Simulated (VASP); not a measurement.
# GaN (F-43m) in VASP: a series of runs

The runs below take GaN through single point, with PBE.

All numbers are computed with VASP 6.6.1; they aren't measurements. Logs are shortened: lines on timing, memory, paths and dates and some standing lists are left out, and cuts for length are marked.

## Step 1: The cell of the first run

The structure is cubic, space group F-43m (No. 216). Conventional cell: a = 4.507 Å, b = 4.507 Å, c = 4.507 Å, α = 90.00°, β = 90.00°, γ = 90.00°. Within 2.6 Å of Ga (site symmetry -43m) lie 4 N at 1.95 Å. N (site symmetry -43m) has 4 Ga at 1.95 Å within 2.6 Å.

## Step 2: Single point, PBE

Contents of INCAR:

```
SYSTEM = GaN
  ALGO = Normal
  EDIFF = 1E-7
  ENCUT = 520
  GGA = PE
  ISIF = 2
  ISMEAR = 0
  LASPH = .True.
  LCHARG = .False.
  LREAL = .False.
  LWAVE = .False.
  NBANDS = 46
  NELM = 100
  PREC = Accurate
  SIGMA = 0.05
```

Contents of KPOINTS:

```
k-points
0
Gamma
  6 6 6
  0 0 0
```

Contents of POSCAR:

```
GaN
1.0
    4.5070012150      0.0000000000      0.0000000000
    0.0000000000     -4.5070012150      0.0000000000
    0.0000000000      0.0000000000     -4.5070012150
Ga N
4 4
Direct
    0.0000000000      0.5000000000      0.5000000000
    0.5000000000      0.0000000000      0.5000000000
    0.5000000000      0.5000000000      0.0000000000
    0.0000000000      0.0000000000      0.0000000000
    0.7500000000      0.7500000000      0.7500000000
    0.2500000000      0.2500000000      0.7500000000
    0.2500000000      0.7500000000      0.2500000000
    0.7500000000      0.2500000000      0.2500000000
```

Potentials or basis: VASP PAW PBE potentials, release 64 (Ga_d, N).

Started as:

```bash
$ cat potpaw_PBE.64/Ga_d/POTCAR potpaw_PBE.64/N/POTCAR > POTCAR
$ mpirun -np 1 vasp_std > vasp.out
```

OUTCAR:

```text
SYSTEM = GaN
   EDIFF = 1E-7
   ENCUT = 520
   GGA = PE
   ISIF = 2
   ISMEAR = 0
   LASPH = .True.
   LREAL = .False.
   NELM = 100
   PREC = Accurate

 ion  position               nearest neighbor table
   1  0.000  0.500  0.500-   5 1.95   6 1.95   7 1.95   8 1.95
   2  0.500  0.000  0.500-   5 1.95   6 1.95   7 1.95   8 1.95
   3  0.500  0.500  0.000-   5 1.95   6 1.95   7 1.95   8 1.95
   4  0.000  0.000  0.000-   5 1.95   6 1.95   7 1.95   8 1.95
   5  0.750  0.750  0.750-   1 1.95   2 1.95   3 1.95   4 1.95
   6  0.250  0.250  0.750-   1 1.95   2 1.95   3 1.95   4 1.95
   7  0.250  0.750  0.250-   1 1.95   2 1.95   3 1.95   4 1.95
   8  0.750  0.250  0.250-   1 1.95   2 1.95   3 1.95   4 1.95

  LATTYP: Found a simple cubic cell.
 ALAT       =     4.5070012150

  Lattice vectors:

 A1 = (   4.5070012150,   0.0000000000,   0.0000000000)
 A2 = (   0.0000000000,  -4.5070012150,   0.0000000000)
 A3 = (   0.0000000000,   0.0000000000,  -4.5070012150)

Analysis of symmetry for initial positions (statically):
=====================================================================
 Subroutine PRICEL returns following result:

  LATTYP: Found a face centered cubic cell.
 ALAT       =     4.5070012150

  Lattice vectors:

 A1 = (   2.2535006075,   2.2535006075,   0.0000000000)
 A2 = (   2.2535006075,   0.0000000000,  -2.2535006075)
 A3 = (   0.0000000000,   2.2535006075,  -2.2535006075)

   4 primitive cells build up your supercell.

 Routine SETGRP: Setting up the symmetry group for a
 simple cubic supercell.

 Subroutine GETGRP returns: Found 24 space group operations
 (whereof 24 operations were pure point group operations)
 out of a pool of 48 trial point group operations.

The static configuration has the point symmetry T_d .

Analysis of symmetry for dynamics (positions and initial velocities):
=====================================================================
 Subroutine PRICEL returns following result:

  LATTYP: Found a face centered cubic cell.
 ALAT       =     4.5070012150

  Lattice vectors:

 A1 = (   2.2535006075,   2.2535006075,   0.0000000000)
 A2 = (   2.2535006075,   0.0000000000,  -2.2535006075)
 A3 = (   0.0000000000,   2.2535006075,  -2.2535006075)

   4 primitive cells build up your supercell.

 Routine SETGRP: Setting up the symmetry group for a
 simple cubic supercell.

 Subroutine GETGRP returns: Found 24 space group operations
 (whereof 24 operations were pure point group operations)
 out of a pool of 48 trial point group operations.

The dynamic configuration has the point symmetry T_d .

 Subroutine INISYM returns: Found 24 space group operations
 (whereof 24 operations are pure point group operations),
 and found     4 'primitive' translations

----------------------------------------------------------------------------------------

                                     Primitive cell

  volume of cell :      22.8877

  direct lattice vectors                    reciprocal lattice vectors
     2.253500607  2.253500607  0.000000000     0.221877020  0.221877020  0.221877020
     2.253500607  0.000000000 -2.253500607     0.221877020 -0.221877020 -0.221877020
     0.000000000  2.253500607 -2.253500608    -0.221877020  0.221877020 -0.221877020

  length of vectors
     3.186931122  3.186931122  3.186931122     0.384302272  0.384302272  0.384302272

  position of ions in fractional coordinates (direct lattice)
     0.000000000  0.000000000  0.000000000
     0.250000000  0.250000000  0.250000000

  ion indices of the primitive-cell ions
   primitive index   ion index
                 1           1
                 2           5

----------------------------------------------------------------------------------------

 KPOINTS: k-points

Automatic generation of k-mesh.
 Grid dimensions read from file:
 generate k-points for:    6    6    6

 Generating k-lattice:

  Cartesian coordinates                     Fractional coordinates (reciprocal lattice)
     0.036979503  0.000000000  0.000000000     0.166666667  0.000000000  0.000000000
     0.000000000 -0.036979503  0.000000000     0.000000000  0.166666667  0.000000000
     0.000000000  0.000000000 -0.036979503     0.000000000  0.000000000  0.166666667

  Length of vectors
     0.036979503  0.036979503  0.036979503

  Shift w.r.t. Gamma in fractional coordinates (k-lattice)
     0.000000000  0.000000000  0.000000000

 Subroutine IBZKPT returns following result:
 ===========================================

 Found     20 irreducible k-points:

 Following reciprocal coordinates:
            Coordinates               Weight
  0.000000  0.000000  0.000000      1.000000
  0.166667  0.000000  0.000000      6.000000
  0.333333  0.000000  0.000000      6.000000
  0.500000  0.000000  0.000000      3.000000
  0.166667  0.166667  0.000000     12.000000
  0.333333  0.166667  0.000000     24.000000
[... 12 lines left out ...]
  0.500000  0.500000  0.333333      6.000000
  0.500000  0.500000  0.500000      1.000000
   k-points           NKPTS =     20   k-points in BZ     NKDIM =     20   number of bands    NBANDS=     46
   number of dos      NEDOS =    301   number of ions     NIONS =      8
   total plane-waves  NPLWV =  46656
   dimension x,y,z NGX =    36 NGY =   36 NGZ =   36
   dimension x,y,z NGXF=    72 NGYF=   72 NGZF=   72
   ions per type =               4   4
   NGX,Y,Z   is equivalent  to a cutoff of  13.28, 13.28, 13.28 a.u.
   NGXF,Y,Z  is equivalent  to a cutoff of  26.56, 26.56, 26.56 a.u.
 SYSTEM =  GaN
   PREC   = accura    normal or accurate (medium, high low for compatibility)
   ISTART =      0    job   : 0-new  1-cont  2-samecut
   ICHARG =      2    charge: 1-file 2-atom 10-const
   ISPIN  =      1    spin polarized calculation?
   LNONCOLLINEAR =      F non collinear calculations
   LSORBIT =      F    spin-orbit coupling
   LASPH  =      T    aspherical Exc in radial PAW
   ENCUT  =  520.0 eV  38.22 Ry    6.18 a.u.   8.38  8.38  8.38*2*pi/ulx,y,z
   NELM   =    100;   NELMIN=  2; NELMDL= -5     # of ELM steps
   EDIFF  = 0.1E-06   stopping-criterion for ELM
   LREAL  =      F    real-space projection
   EDIFFG = 0.1E-05   stopping-criterion for IOM
   NSW    =      0    number of steps for IOM
   IBRION =     -1    ionic relax: 0-MD 1-quasi-New 2-CG
   NFREE  =      0    steps in history (QN), initial steepest desc. (CG)
   ISIF   =      2    stress and relaxation
   ISYM   =      2    0-nonsym 1-usesym 2-fastsym
   POTIM  = 0.5000    time-step for ionic-motion
   TEBEG  =    0.0;   TEEND  =   0.0 temperature during run
   PSTRESS=    0.0 pullay stress
   NELECT =      72.0000    total number of electrons
   NUPDOWN=      -1.0000    fix difference up-down
   EMIN   =  10.00;   EMAX   =-10.00  energy-range for DOS
   EFERMI =   0.00;   METHOD = LEGACY
   ISMEAR =     0;   SIGMA  =   0.05  broadening in eV -4-tet -1-fermi 0-gaus
   EFERMI_NEDOS =   21; number of points for ismear=-14 and -15
   IALGO  =     38    algorithm
   IMIX   =      4    mixing-type and parameters
     AMIX     =   0.40;   BMIX     =  1.00
     AMIX_MAG =   1.60;   BMIX_MAG =  1.00
  volume/ion in A,a.u.               =      11.44        77.23
  Fermi-wavevector in a.u.,A,eV,Ry     =   1.511117  2.855596 31.068543  2.283473
  Thomas-Fermi vector in A             =   2.621216
   LORBIT       =      0    0 simple, 1 ext, 2 COOP (PROOUT), +10 PAW based schemes
   GGA     = PE    functional components
   LHFCALC =     F    Hartree Fock is set to
   AEXX    =    0.0000 exact exchange contribution
   IVDW    =     0    specifies the selected vdW correction
   LEPSILON=     F    determine dielectric tensor
   LRPA    =     F    only Hartree local field effects (RPA)
 non-spin polarized calculation
 Gauss-broadening in eV      SIGMA  =   0.05
  energy-cutoff  :      520.00
  volume of cell :       91.55
 maximum number of plane-waves:      2517
 NGX is ok and might be reduce to    36
   NGX = 17   NGY = 17   NGZ = 17

 number of electron      72.0000038 magnetization

 Free energy of the ion-electron system (eV)
  ---------------------------------------------------
  ext. energy  EPLUGINS =         0.00000000
  ---------------------------------------------------
  free energy    TOTEN  =       -48.57305411 eV

  energy without entropy =      -48.57305411  energy(sigma->0) =      -48.57305411

 E-fermi :   5.5508     XC(G=0): -11.6669

 val. band max:        5.2810328021   @ k =   0.0000   0.0000   0.0000
 cond. band min:       7.0055633401   @ k =   0.0000   0.0000   0.0000
 fundamental gap:      1.7245305380
 Fermi energy:         5.5507703854

 k-point     1 :       0.0000    0.0000    0.0000
  band No.  band energies     occupation
      1     -10.6524      2.00000
      2      -9.5729      2.00000
      3      -9.5729      2.00000
      4      -9.5729      2.00000
      5      -8.1603      2.00000
      6      -8.1603      2.00000
[... 38 lines left out ...]
     45      15.5834      0.00000
     46      15.5834      0.00000

 k-point     2 :       0.1667    0.0000    0.0000
  band No.  band energies     occupation
      1     -10.5495      2.00000
      2      -9.6029      2.00000
      3      -9.5723      2.00000
      4      -9.5723      2.00000
      5      -8.1423      2.00000
      6      -8.1423      2.00000
[... 38 lines left out ...]
     45      15.8127      0.00000
     46      15.8127      0.00000

 k-point     3 :       0.3333    0.0000    0.0000
  band No.  band energies     occupation
      1     -10.2780      2.00000
      2      -9.7159      2.00000
      3      -9.5712      2.00000
      4      -9.5712      2.00000
      5      -8.0915      2.00000
      6      -8.0915      2.00000
[... 822 lines left out ...]
     45      15.6128      0.00000
     46      15.6129      0.00000

 k-point    20 :       0.5000    0.5000    0.5000
  band No.  band energies     occupation
      1      -9.7440      2.00000
      2      -9.7440      2.00000
      3      -9.7440      2.00000
      4      -9.7440      2.00000
      5      -8.0728      2.00000
      6      -8.0728      2.00000
[... 38 lines left out ...]
     45      15.6480      0.00000
     46      15.6480      0.00000

------------------------ aborting loop because EDIFF is reached ----------------------------------------

  FORCE on cell =-STRESS in cart. coord.  units (eV):
  Direction    XX          YY          ZZ          XY          YZ          ZX
  --------------------------------------------------------------------------------------
  -------------------------------------------------------------------------------------
  Total        2.9032716      2.9032716      2.9032716     -0.0000000     -0.0000000     -0.0000000
  in kB       50.8083661     50.8083661     50.8083661     -0.0000000     -0.0000000     -0.0000000
  external PRESSURE =      50.8083661 kB  Pullay stress =       0.0000000 kB

 VOLUME and BASIS-vectors are now :
 -----------------------------------------------------------------------------
  energy-cutoff  :      520.00
  volume of cell :       91.55
      direct lattice vectors                 reciprocal lattice vectors
     4.507001215  0.000000000  0.000000000     0.221877020  0.000000000  0.000000000
     0.000000000 -4.507001215  0.000000000     0.000000000 -0.221877020  0.000000000
     0.000000000  0.000000000 -4.507001215     0.000000000  0.000000000 -0.221877020

 POSITION                                       TOTAL-FORCE (eV/Angst)
 -----------------------------------------------------------------------------------
      0.00000     -2.25350     -2.25350        -0.000000     -0.000000     -0.000000
      2.25350      0.00000     -2.25350        -0.000000      0.000000      0.000000
      2.25350     -2.25350      0.00000         0.000000     -0.000000     -0.000000
      0.00000      0.00000      0.00000         0.000000     -0.000000     -0.000000
      3.38025     -3.38025     -3.38025         0.000000      0.000000      0.000000
      1.12675     -1.12675     -3.38025         0.000000      0.000000      0.000000
      1.12675     -3.38025     -1.12675         0.000000      0.000000      0.000000
      3.38025     -1.12675     -1.12675         0.000000      0.000000      0.000000
 -----------------------------------------------------------------------------------
    total drift:                                0.000000     -0.000000     -0.000000

  FREE ENERGIE OF THE ION-ELECTRON SYSTEM (eV)
  ---------------------------------------------------
  free  energy   TOTEN  =       -48.5730541062 eV

  energy  without entropy=      -48.5730541062  energy(sigma->0) =      -48.57305411
```

Run time: 82 s. Hardware: 1 thread of Intel Xeon 6975P-C, shared host; peak memory 0.23 GiB.

What came out:

| Property | Result |
| --- | --- |
| Free energy | -48.5731 eV |
| Pressure | 5.1 GPa |
| Band gap on the k mesh | 1.72 eV |

Levels at points of the mesh, in eV from the valence-band top:
| k point | band 33 | band 34 | band 35 | band 36 | band 37 | band 38 | band 39 | band 40 |
| --- | --- | --- | --- | --- | --- | --- | --- | --- |
| (0.00, 0.00, 0.00) | -2.70 | 0.00 | 0.00 | 0.00 | 1.72 | 3.35 | 3.35 | 3.35 |
| (0.50, 0.00, 0.00) | -1.49 | -1.49 | -1.49 | -1.49 | 4.58 | 4.58 | 6.22 | 6.22 |
| (0.50, 0.50, 0.00) | -1.03 | -1.03 | -1.03 | -1.03 | 6.46 | 6.46 | 6.46 | 6.46 |
| (0.50, 0.50, 0.50) | -0.97 | -0.97 | -0.97 | -0.97 | 4.64 | 4.64 | 4.64 | 4.64 |

(Part 1 of 2 ends here.)
